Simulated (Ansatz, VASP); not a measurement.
# SnO: VASP beside Ansatz

File INCAR:

```
SYSTEM = SnO
PREC     = Accurate       ! precision mode
ENCUT    = 520            ! plane-wave cutoff, eV
EDIFF    = 1E-7           ! SCF threshold, eV
ISMEAR   = 0              ! smearing method
SIGMA    = 0.05           ! smearing width, eV
LREAL    = .False.        ! projectors in reciprocal space
LASPH    = .True.         ! aspherical terms in the spheres
NELM     = 60             ! most SCF steps
ALGO     = Normal         ! electronic algorithm
ISIF     = 2              ! what is computed and relaxed
LWAVE    = .False.        ! write WAVECAR
LCHARG   = .True.         ! write CHGCAR
GGA      = PE             ! functional
LELF     = .True.         ! ELF
LVHAR    = .True.       
NBANDS   = 28             ! bands
```

Contents of KPOINTS:

```
Automatic mesh
0
Gamma
  10 10 8
  0 0 0
```

The input POSCAR:

```
SnO
1.0
    3.8672772812      0.0000000000      0.0000000000
    0.0000000000      3.8672772812      0.0000000000
    0.0000000000      0.0000000000      5.0679375214
Sn O
2 2
Direct
   -0.0646449638      0.5000000000      0.2286909982
    0.5646449638      0.0000000000      0.7713090018
    0.0068811044      0.0000000000      0.0000000000
    0.4931188956      0.5000000000      0.0000000000
```

Input for Ansatz:

```yaml
crystal:
  lattice:
    - [3.8672772812, 0.0, 0.0]
    - [0.0, 3.8672772812, 0.0]
    - [0.0, 0.0, 5.0679375214]
  atoms:
    - { symbol: Sn, position: [-0.0646449638, 0.5, 0.2286909982] }
    - { symbol: Sn, position: [0.5646449638, 0.0, 0.7713090018] }
    - { symbol: O, position: [0.0068811044, 0.0, 0.0] }
    - { symbol: O, position: [0.4931188956, 0.5, 0.0] }
basis:
  ecutwfc: 520.0
kpoints:
  mp_grid: { grid: [10, 10, 8] }
hamiltonian:
  xc: pbe
scf:
  occupations: { method: gaussian, width: 0.05 }
output:
  forces: true
  stress: true
  eigenvalues: true
  write_density: true
  write_potential: true
  elf: true
  volumetric_format: npy
```

Change from the starting cell: mode 4 frozen in at -0.250 Å, equal normal strain along x and y +0.0000.

Alike in both runs: task single point; functional PBE; k mesh 10 × 10 × 8; occupations gaussian, width 0.05 eV; no spin polarisation.

```csv
,VASP,Ansatz
version,VASP 6.6.1,Ansatz 0.2.0
potentials or method,"VASP PAW PBE potentials, release 64 (Sn_d, O), cutoff 520 eV","scalar-relativistic, plane waves, PAW"
valence electrons in the cell,40,40
```

```csv
,VASP,Ansatz,Ansatz less VASP
gap on the k mesh at the Fermi level (eV),0.60,0.59,-0.005
least direct gap on the mesh (eV),1.83,1.86,+0.027
pressure (GPa),3.0,2.7,-0.24
"traceless stress, the component that is largest in VASP (GPa)",6.16,5.97,-0.197
rms of the force components (eV/Å),0.684,0.653,-0.0310
```

Atom by atom the forces differ by 0.042 eV/Å (rms over components).
